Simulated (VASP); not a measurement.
A run of VASP 6.6.1 is set up as follows.

Contents of INCAR:

```
PREC = Accurate ; ENCUT = 520
EDIFF = 1E-7 ; ISMEAR = 0
SIGMA = 0.1 ; LREAL = F
LASPH = T ; NELM = 100
ALGO = Normal ; ISIF = 2
LWAVE = F ; LCHARG = T
LDIPOL = T ; IDIPOL = 3
DIPOL = 0.5 0.5 0.489 ; GGA = PE
LELF = T ; LVHAR = T
LVACPOTAV = T ; NBANDS = 47
```

File KPOINTS:

```
Automatic mesh
0
Gamma
  10 10 1
```

File POSCAR:

```
Cu4O5
1.0
    2.9487032640      0.0000000000      0.0000000000
   -0.0081921837      2.9486918841      0.0000000000
    0.0000000000      0.0000000000     28.0147087045
O Cu
5 4
Direct
    0.5000000000      0.5000000000      0.3034120430
    0.5000000000      0.5000000000      0.3953505702
    0.5000000000      0.5000000000      0.4873440772
    0.5000000000      0.5000000000      0.5789171982
    0.0000000000      0.5000000000      0.6852165724
    0.5000000000      0.0000000000      0.3493813066
    0.0000000000      0.5000000000      0.4413198338
    0.5000000000      0.0000000000      0.5330472333
    0.0000000000      0.5000000000      0.6246128042
```

Potentials or basis: VASP PAW PBE potentials, release 64 (O, Cu).

The run is started by

```console
$ cat potpaw_PBE.64/O/POTCAR potpaw_PBE.64/Cu/POTCAR > POTCAR
$ mpirun -np 1 vasp_std > vasp.out
```

(1) Predict the largest force.

(2) What does it give for the band gap on the k mesh?

## Answers

(1) 2.079 eV/Å.

(2) zero (bands 37 and 38 overlap by 0.73 eV).

Caveat: semilocal functionals often make such compounds metallic where correlation or magnetic order opens a gap, which also shifts bond lengths.
